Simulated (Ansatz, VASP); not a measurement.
Ir: VASP beside Ansatz

```
Ir
1.0
     5.43132    0.00000    0.00000
    -2.71566    4.70366    0.00000
     0.00000    0.00000   24.65025
Ir
12
Direct
  0.33333 0.16667 0.32454
  0.33333 0.66667 0.32454
  0.83333 0.16667 0.32454
  0.83333 0.66667 0.32454
  0.66547 0.33093 0.41303
  0.66547 0.83453 0.41303
  0.16667 0.33333 0.41290
  0.16907 0.83453 0.41303
  0.00108 0.49892 0.50036
  0.00108 0.00216 0.50036
  0.49784 0.49892 0.50036
  0.50000 0.00000 0.50886
```

Alike in both runs: task single point; functional PBE; dispersion D3(BJ); k mesh 4 × 4 × 1; occupations gaussian, width 0.1 eV; no spin polarisation.

|  | VASP | Ansatz |
| --- | --- | --- |
| version | VASP 6.6.1 | Ansatz 0.2.0 |
| potentials or method | VASP PAW PBE potentials, release 64 (Ir), cutoff 520 eV | scalar-relativistic, plane waves, PAW |
| valence electrons in the cell | 108 | 204 |

```csv
,VASP,Ansatz,Ansatz less VASP
gap on the k mesh at the Fermi level (eV),none,none,-
rms of the force components (eV/Å),0.306,0.308,+0.0016
```

Atom by atom the forces differ by 0.018 eV/Å (rms over components). A gap of «none» marks a metal or a gap that the smearing closes. VASP's potentials hold 108 valence electrons a cell and Ansatz's 204, so a difference there can come from the potentials and not from the codes.

Neither program's run includes spin-orbit coupling.
